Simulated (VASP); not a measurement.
Here is a VASP 6.6.1 calculation.

File INCAR:

```
PREC = Accurate ; ENCUT = 520
EDIFF = 1E-6 ; ISMEAR = -1
SIGMA = 0.05 ; LREAL = False
LASPH = True ; NELM = 80
ALGO = Fast ; ISIF = 2
LWAVE = False ; LCHARG = True
GGA = RE ; LELF = True
LVHAR = True ; NBANDS = 14
```

File KPOINTS:

```
Automatic mesh
0
Gamma
  9 9 9
```

The input POSCAR:

```
Bi
1.0
   -2.0051595785      2.0051595785      2.0051595785
    2.0051595785     -2.0051595785      2.0051595785
    2.0051595785      2.0051595785     -2.0051595785
Bi
1
Direct
    0.0000000000      0.0000000000      0.0000000000
```

Potentials or basis: VASP PAW PBE potentials, release 64 (Bi_d).

Run with:

```sh
$ cat potpaw_PBE.64/Bi_d/POTCAR > POTCAR
$ mpirun -np 1 vasp_std > vasp.out
```

**Question.** Estimate the pressure.

**Answer.** -0.1 GPa.

Caveat: the PAW data sets were made with another functional, which shifts forces and pressure a little.
